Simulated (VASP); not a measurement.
# Mg2Si in VASP: further runs, part 2 of 2

VASP 6.6.1.

### Step 4. Single point, PBE (epitaxial xy strain +0.5%)

INCAR

```
PREC     = Accurate       # precision mode
ENCUT    = 600            # plane-wave cutoff, eV
EDIFF    = 1E-6           # SCF threshold, eV
ISMEAR   = -1             # smearing method
SIGMA    = 0.02           # smearing width, eV
LREAL    = False          # projectors in reciprocal space
LASPH    = True           # aspherical terms in the spheres
NELM     = 120            # most SCF steps
ALGO     = Normal         # electronic algorithm
ISIF     = 2              # what is computed and relaxed
LWAVE    = False          # write WAVECAR
LCHARG   = False          # write CHGCAR
GGA      = PE             # functional
NBANDS   = 11             # bands
GGA_COMPAT= False
```

KPOINTS

```
regular mesh
0
Gamma
  8 8 8
```

POSCAR

```
Mg2Si
1.0
    0.0000000000      3.1848080027      3.1623700939
    3.1848080027      0.0000000000      3.1623700939
    3.1848080027      3.1848080027      0.0000000000
Si Mg
1 2
Direct
    0.0000000000      0.0000000000      0.0000000000
    0.2500000000      0.2500000000      0.2500000000
    0.7500000000      0.7500000000      0.7500000000
```

Potentials or basis: VASP PAW PBE potentials, release 64 (Si, Mg).

Run with:

```sh
$ cat potpaw_PBE.64/Si/POTCAR potpaw_PBE.64/Mg/POTCAR > POTCAR
$ mpirun -np 1 vasp_std > vasp.out
```

OUTCAR:

```text
PREC = Accurate
   ENCUT = 600
   EDIFF = 1E-6
   ISMEAR = -1
   LREAL = False
   LASPH = True
   NELM = 120
   ISIF = 2
   GGA = PE

 ion  position               nearest neighbor table
   1  0.000  0.000  0.000-   3 2.75   3 2.75   3 2.75   2 2.75   3 2.75   2 2.75   2 2.75   2 2.75

   2  0.250  0.250  0.250-   1 2.75   1 2.75   1 2.75   1 2.75   3 3.16   3 3.16   3 3.18   3 3.18
                             3 3.18   3 3.18
   3  0.750  0.750  0.750-   1 2.75   1 2.75   1 2.75   1 2.75   2 3.16   2 3.16   2 3.18   2 3.18
                             2 3.18   2 3.18

  LATTYP: Found a body centered tetragonal cell.
 ALAT       =     4.5039986710
 C/A-ratio  =     1.4042500120

  Lattice vectors:

 A1 = (   0.0000000000,  -3.1848080027,  -3.1623700939)
 A2 = (   0.0000000000,   3.1848080027,  -3.1623700939)
 A3 = (   3.1848080027,   0.0000000000,   3.1623700939)

Analysis of symmetry for initial positions (statically):
=====================================================================
 Subroutine PRICEL returns:
 Original cell was already a primitive cell.

 Routine SETGRP: Setting up the symmetry group for a
 body centered tetragonal supercell.

 Subroutine GETGRP returns: Found 16 space group operations
 (whereof 16 operations were pure point group operations)
 out of a pool of 16 trial point group operations.

The static configuration has the point symmetry D_4h.

Analysis of symmetry for dynamics (positions and initial velocities):
=====================================================================
 Subroutine PRICEL returns:
 Original cell was already a primitive cell.

 Routine SETGRP: Setting up the symmetry group for a
 body centered tetragonal supercell.

 Subroutine GETGRP returns: Found 16 space group operations
 (whereof 16 operations were pure point group operations)
 out of a pool of 16 trial point group operations.

The dynamic configuration has the point symmetry D_4h.

 Subroutine INISYM returns: Found 16 space group operations
 (whereof 16 operations are pure point group operations),
 and found     1 'primitive' translations

----------------------------------------------------------------------------------------

                                     Primitive cell

  volume of cell :      64.1519

  direct lattice vectors                    reciprocal lattice vectors
     0.000000000  3.184808003  3.162370094    -0.156995335  0.156995335  0.158109261
     3.184808003  0.000000000  3.162370094     0.156995335 -0.156995335  0.158109261
     3.184808003  3.184808003  0.000000000     0.156995335  0.156995335 -0.158109261

  length of vectors
     4.488160717  4.488160717  4.503998671     0.272568540  0.272568540  0.272568540

  position of ions in fractional coordinates (direct lattice)
     0.000000000  0.000000000  0.000000000
     0.250000000  0.250000000  0.250000000
     0.750000000  0.750000000  0.750000000

  ion indices of the primitive-cell ions
   primitive index   ion index
                 1           1
                 2           2
                 3           3

----------------------------------------------------------------------------------------

 KPOINTS: regular mesh

[... 47 lines left out ...]
  0.375000  0.000000  0.125000     16.000000
 [... further k-points ...]
   k-points           NKPTS =     59   k-points in BZ     NKDIM =     59   number of bands    NBANDS=     11
   number of dos      NEDOS =    301   number of ions     NIONS =      3
   total plane-waves  NPLWV =  46656
   dimension x,y,z NGX =    36 NGY =   36 NGZ =   36
   dimension x,y,z NGXF=    72 NGYF=   72 NGZF=   72
   ions per type =               1   2
   NGX,Y,Z   is equivalent  to a cutoff of  13.33, 13.33, 13.29 a.u.
   NGXF,Y,Z  is equivalent  to a cutoff of  26.67, 26.67, 26.58 a.u.
 SYSTEM =  unknown system
   PREC   = accura    normal or accurate (medium, high low for compatibility)
   ISTART =      0    job   : 0-new  1-cont  2-samecut
   ICHARG =      2    charge: 1-file 2-atom 10-const
   ISPIN  =      1    spin polarized calculation?
   LNONCOLLINEAR =      F non collinear calculations
   LSORBIT =      F    spin-orbit coupling
   LASPH  =      T    aspherical Exc in radial PAW
   ENCUT  =  600.0 eV  44.10 Ry    6.64 a.u.   8.96  8.96  9.00*2*pi/ulx,y,z
   NELM   =    120;   NELMIN=  2; NELMDL= -5     # of ELM steps
   EDIFF  = 0.1E-05   stopping-criterion for ELM
   LREAL  =      F    real-space projection
   EDIFFG = 0.1E-04   stopping-criterion for IOM
   NSW    =      0    number of steps for IOM
   IBRION =     -1    ionic relax: 0-MD 1-quasi-New 2-CG
   NFREE  =      0    steps in history (QN), initial steepest desc. (CG)
   ISIF   =      2    stress and relaxation
   ISYM   =      2    0-nonsym 1-usesym 2-fastsym
   POTIM  = 0.5000    time-step for ionic-motion
   TEBEG  =    0.0;   TEEND  =   0.0 temperature during run
   PSTRESS=    0.0 pullay stress
   NELECT =       8.0000    total number of electrons
   NUPDOWN=      -1.0000    fix difference up-down
   EMIN   =  10.00;   EMAX   =-10.00  energy-range for DOS
   EFERMI =   0.00;   METHOD = LEGACY
   ISMEAR =    -1;   SIGMA  =   0.02  broadening in eV -4-tet -1-fermi 0-gaus
   EFERMI_NEDOS =   21; number of points for ismear=-14 and -15
   IALGO  =     38    algorithm
   IMIX   =      4    mixing-type and parameters
     AMIX     =   0.40;   BMIX     =  1.00
     AMIX_MAG =   1.60;   BMIX_MAG =  1.00
  volume/ion in A,a.u.               =      21.38       144.31
  Fermi-wavevector in a.u.,A,eV,Ry     =   0.817903  1.545612  9.101824  0.668965
  Thomas-Fermi vector in A             =   1.928434
   LORBIT       =      0    0 simple, 1 ext, 2 COOP (PROOUT), +10 PAW based schemes
   GGA     = PE    functional components
   LHFCALC =     F    Hartree Fock is set to
   AEXX    =    0.0000 exact exchange contribution
   IVDW    =     0    specifies the selected vdW correction
   LEPSILON=     F    determine dielectric tensor
   LRPA    =     F    only Hartree local field effects (RPA)
 non-spin polarized calculation
  energy-cutoff  :      600.00
  volume of cell :       64.15
 maximum number of plane-waves:      2168
   NGX = 17   NGY = 17   NGZ = 17

 number of electron       8.0000000 magnetization

 Free energy of the ion-electron system (eV)
  ---------------------------------------------------
  ext. energy  EPLUGINS =         0.00000000
  ---------------------------------------------------
  free energy    TOTEN  =        -8.91350800 eV

  energy without entropy =       -8.91348931  energy(sigma->0) =       -8.91349865

 E-fermi :   3.6905     XC(G=0):  -8.7826

 val. band max:        3.6058947238   @ k =   0.0000   0.0000   0.0000
 cond. band min:       3.7751299427   @ k =   0.5000   0.5000   0.0000
 fundamental gap:      0.1692352189
 Fermi energy:         3.6905081844

 k-point     1 :       0.0000    0.0000    0.0000
  band No.  band energies     occupation
      1      -5.5176      2.00000
      2       3.5752      1.99374
      3       3.5752      1.99374
      4       3.6059      1.97133
      5       5.4511      0.00000
      6       6.1279      0.00000
      7       6.1637      0.00000
      8       6.1637      0.00000
      9       9.1836      0.00000
     10       9.2724      0.00000
     11      10.0495      0.00000
[... 309 lines left out ...]
 k-point    24 :       0.3750    0.0000    0.1250
  band No.  band energies     occupation
      1      -4.5057      2.00000
      2      -0.0766      2.00000
      3       2.3665      2.00000
      4       2.5844      2.00000
      5       5.3579      0.00000
      6       6.3971      0.00000
      7       7.1216      0.00000
      8       7.4915      0.00000
      9       9.9151      0.00000
     10      10.4388      0.00000
     11      10.8648      0.00000

 [... further k-points ...]

------------------------ aborting loop because EDIFF is reached ----------------------------------------

  FORCE on cell =-STRESS in cart. coord.  units (eV):
  Direction    XX          YY          ZZ          XY          YZ          ZX
  --------------------------------------------------------------------------------------
  -------------------------------------------------------------------------------------
  Total       -0.0349104     -0.0349104      0.2296318      0.0000000      0.0000000     -0.0000000
  in kB       -0.8718799     -0.8718799      5.7350006      0.0000000      0.0000000     -0.0000000
  external PRESSURE =       1.3304136 kB  Pullay stress =       0.0000000 kB

 VOLUME and BASIS-vectors are now :
 -----------------------------------------------------------------------------
  energy-cutoff  :      600.00
  volume of cell :       64.15
      direct lattice vectors                 reciprocal lattice vectors
     0.000000000  3.184808003  3.162370094    -0.156995335  0.156995335  0.158109261
     3.184808003  0.000000000  3.162370094     0.156995335 -0.156995335  0.158109261
     3.184808003  3.184808003  0.000000000     0.156995335  0.156995335 -0.158109261

 POSITION                                       TOTAL-FORCE (eV/Angst)
 -----------------------------------------------------------------------------------
      0.00000      0.00000      0.00000         0.000000     -0.000000      0.000000
      1.59240      1.59240      1.58119         0.000000      0.000000     -0.000000
      4.77721      4.77721      4.74356        -0.000000      0.000000      0.000000
 -----------------------------------------------------------------------------------
    total drift:                               -0.000000     -0.000000     -0.000000

  FREE ENERGIE OF THE ION-ELECTRON SYSTEM (eV)
  ---------------------------------------------------
  free  energy   TOTEN  =        -8.9135079964 eV

  energy  without entropy=       -8.9134893105  energy(sigma->0) =       -8.91349865
```

Run time: 67 s. Hardware: 1 thread of Intel Xeon 8259CL, shared host; peak memory 0.23 GiB.

Results:

- Free energy: -8.9135 eV
- Pressure: 0.1 GPa
- Band gap on the k mesh: 0.17 eV (least direct gap 1.85 eV)

Stress tensor (GPa, compression positive):
```
-0.09  0.00  0.00
 0.00 -0.09  0.00
 0.00  0.00  0.57
```

Caveat: the cell differs from its parent crystal (epitaxial xy strain +0.5%).

### Step 5. Single point, PBE (epitaxial 111 strain -0.5%)

INCAR

```
  PREC = Accurate
  ENCUT = 600
  EDIFF = 1E-6
  ISMEAR = -1
  SIGMA = 0.02
  LREAL = False
  LASPH = True
  NELM = 120
  ALGO = Normal
  ISIF = 2
  LWAVE = False
  LCHARG = False
  GGA = PE
  NBANDS = 11
  GGA_COMPAT = False
```

KPOINTS

```
Automatic mesh
0
Gamma
  8 8 8
```

POSCAR

```
Mg2Si
1.0
    0.0151805005      3.1682988713      3.1682988713
    3.1682988713      0.0151805005      3.1682988713
    3.1682988713      3.1682988713      0.0151805005
Si Mg
1 2
Direct
    0.0000000000      0.0000000000      0.0000000000
    0.2498228457      0.2498228457      0.2498228457
    0.7501771543      0.7501771543      0.7501771543
```

Run with:

```sh
$ cat potpaw_PBE.64/Si/POTCAR potpaw_PBE.64/Mg/POTCAR > POTCAR
$ mpirun -np 1 vasp_std > vasp.out
```

It took 78 s on 1 thread of Intel Xeon 8259CL, shared host; peak memory 0.24 GiB.

Results (log left out):

* Free energy: -8.9099 eV
* Pressure: 1.0 GPa
* Band gap on the k mesh: 0.17 eV (least direct gap 1.94 eV)

Forces in eV/Å, atoms in the order of the input:
```
Si   0.000  0.000  0.000
Mg  -0.002 -0.002 -0.002
Mg   0.002  0.002  0.002
```

Stress tensor (GPa, compression positive):
```
 1.03 -0.23 -0.23
-0.23  1.03 -0.23
-0.23 -0.23  1.03
```

Levels at points of the mesh, in eV from the valence-band top:
```
           k point  band 2  band 3  band 4  band 5  band 6  band 7
(0.00, 0.00, 0.00)   -0.04    0.00    0.00    1.94    2.53    2.60
(0.50, 0.00, 0.00)   -4.81   -0.74   -0.72    1.29    2.52    2.56
(0.50, 0.50, 0.00)   -4.48   -2.00   -1.95    0.17    0.42    7.99
(0.50, 0.50, 0.50)   -4.83   -0.69   -0.69    1.35    2.58    2.58
```

Caveat: the cell differs from its parent crystal (epitaxial 111 strain -0.5%).

### Step 6. Overview

| level | cell | cutoff (eV) | smearing | gap on the mesh (eV) | pressure (GPa) |
| --- | --- | --- | --- | --- | --- |
| r2SCAN | a = 4.482 Å, angles 60.0°, 3 atoms | 660 | gaussian 0.01 eV | 0.45 | -0.3 |
| r2SCAN | a = 4.706 Å, angles 60.0°, 3 atoms | 660 | gaussian 0.01 eV | 0.52 | -6.6 |
| PBE | a = 4.488, b = 4.488, c = 4.504 Å, angles 59.9, 59.9, 60.2°, 3 atoms | 600 | fermi-dirac 0.02 eV | 0.17 | 0.1 |
| PBE | a = 4.481 Å, angles 59.7°, 3 atoms | 600 | fermi-dirac 0.02 eV | 0.17 | 1.0 |

Alike in all rows: task single point; potentials or basis VASP PAW PBE potentials, release 64 (Si, Mg); no spin polarisation; k mesh 8 × 8 × 8.

Caveats: the PAW data sets were made with another functional, which shifts forces and pressure a little (at least some runs); the cell stands under tension (at least some runs).

Total energies depend on the potentials used, so only differences within one code and one set of settings carry meaning.
